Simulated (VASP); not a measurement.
A run of VASP 6.6.1 is set up as follows.

INCAR

```
PREC = Accurate ; ENCUT = 600
EDIFF = 1E-7 ; ISMEAR = -1
SIGMA = 0.05 ; LREAL = F
LASPH = T ; NELM = 150
ALGO = Normal ; ISIF = 3
LWAVE = F ; LCHARG = F
ISPIN = 2 ; MAGMOM = 2
LORBIT = 11 ; LMAXMIX = 4
GGA = PS ; IBRION = 2
NSW = 80 ; EDIFFG = -0.02
PSTRESS = 50.0
```

File KPOINTS:

```
regular mesh
0
Gamma
  12 12 12
```

File POSCAR:

```
V
1.0
   -1.5143500000      1.5143500000      1.5143500000
    1.5143500000     -1.5143500000      1.5143500000
    1.5143500000      1.5143500000     -1.5143500000
V
1
Direct
    0.0000000000      0.0000000000      0.0000000000
```

Potentials or basis: VASP PAW PBE potentials, release 64 (V_sv).

The run is started by

```sh
$ cat potpaw_PBE.64/V_sv/POTCAR > POTCAR
$ mpirun -np 1 vasp_std > vasp.out
```

Question: What does it give for the net moment?

Answer: 0.00 μB per cell.

Question: What does it give for the relaxed cell?

Answer: a = 2.541 Å, b = 2.541 Å, c = 2.541 Å, α = 109.47°, β = 109.47°, γ = 109.47°.

Question: Predict the space group after relaxing (to 0.05 Å).

Answer: Im-3m (No. 229).

Question: What does it give for the relaxed volume?

Answer: 12.63 Å³/atom.

Final structure:
```
CELL_PARAMETERS angstrom
-1.46711 1.46711 1.46711
1.46711 -1.46711 1.46711
1.46711 1.46711 -1.46711
ATOMIC_POSITIONS crystal
V 0.00000 0.00000 0.00000
```

Caveat: the cell is relaxed towards a set pressure, so the enthalpy falls and the energy may rise; the PAW data sets were made with another functional, which shifts forces and pressure a little.
